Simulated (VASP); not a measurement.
# HfB2: vibrations by perturbation theory with PBEsol

The system is HfB2.

```
Hf B
1.0
     3.14000    0.00000    0.00000
    -1.57000    2.71932    0.00000
     0.00000    0.00000    3.48000
Hf B
1 2
Direct
  0.00000 0.00000 0.00000
  0.66667 0.33333 0.50000
  0.33333 0.66667 0.50000
```

| Item | Value |
| --- | --- |
| Program | VASP 6.6.1 |
| Task | vibrations by perturbation theory |
| Functional | PBEsol |
| Potentials or basis | VASP PAW PBE potentials, release 64 (Hf_pv, B) |
| Cutoff | 520 eV |
| k mesh | 7 × 7 × 6 |
| Occupations | fermi-dirac, width 0.05 eV |
| Spin | no spin polarisation |
| Dipole correction | no |
| Further INCAR settings | ALGO = Normal; EDIFF = 1e-08; IBRION = 8; NSW = 1 |

* Highest phonon frequency at Γ: 791 cm⁻¹

Phonon frequencies in cm⁻¹ (negative: imaginary):
| q point | frequencies |
| --- | --- |
| (0.000, 0.000, 0.000) | 0 0 0 437 437 456 518 791 791 |

It took 2.2 min on 1 thread of Intel(R) Xeon(R) Platinum 8488C (Sapphire Rapids), on a shared host, peak memory 0.23 GiB.

Caveat: the cell stands under pressure or tension, which shifts response properties.
